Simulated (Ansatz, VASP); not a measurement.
## Ca: VASP beside Ansatz

INCAR

```
PREC = Accurate
ENCUT = 520
EDIFF = 1E-6
ISMEAR = -1
SIGMA = 0.05
LREAL = F
LASPH = T
NELM = 100
ALGO = Normal
ISIF = 2
LWAVE = F
LCHARG = T
GGA = PE
LELF = T
LVHAR = T
NBANDS = 11
```

The input KPOINTS:

```
Automatic mesh
0
Gamma
  8 8 8
```

POSCAR

```
Ca
1.0
    0.0000000000      2.8309700062      2.8309700062
    2.8309700062      0.0000000000      2.8309700062
    2.8309700062      2.8309700062      0.0000000000
Ca
1
Direct
    0.0000000000      0.0000000000      0.0000000000
```

input.yaml

```yaml
crystal:
  lattice:
    - [0.0, 2.8309700062, 2.8309700062]
    - [2.8309700062, 0.0, 2.8309700062]
    - [2.8309700062, 2.8309700062, 0.0]
  atoms:
    - { symbol: Ca, position: [0.0, 0.0, 0.0] }
hamiltonian:
  xc: pbe
  pseudopotentials: { kind: paw }
kpoints:
  mp_grid: { grid: [8, 8, 8] }
scf:
  occupations: { method: fermi_dirac, width: 0.05 }
output:
  forces: true
  stress: true
  eigenvalues: true
```

Alike in both runs: task single point; functional PBE; k mesh 8 × 8 × 8; occupations fermi-dirac, width 0.05 eV; no spin polarisation.

|  | VASP | Ansatz |
| --- | --- | --- |
| version | VASP 6.6.1 | Ansatz 0.2.0 |
| potentials or method | VASP PAW PBE potentials, release 64 (Ca_sv) | Ansatz PAW |
| plane-wave cutoff (eV) | 520 | 420 |
| valence electrons in the cell | 10 | 10 |

```csv
,VASP,Ansatz,Ansatz less VASP
gap on the k mesh at the Fermi level (eV),none,none,-
pressure (GPa),-1.1,-1.1,-0.02
```

A gap of «none» marks a metal or a gap that the smearing closes.
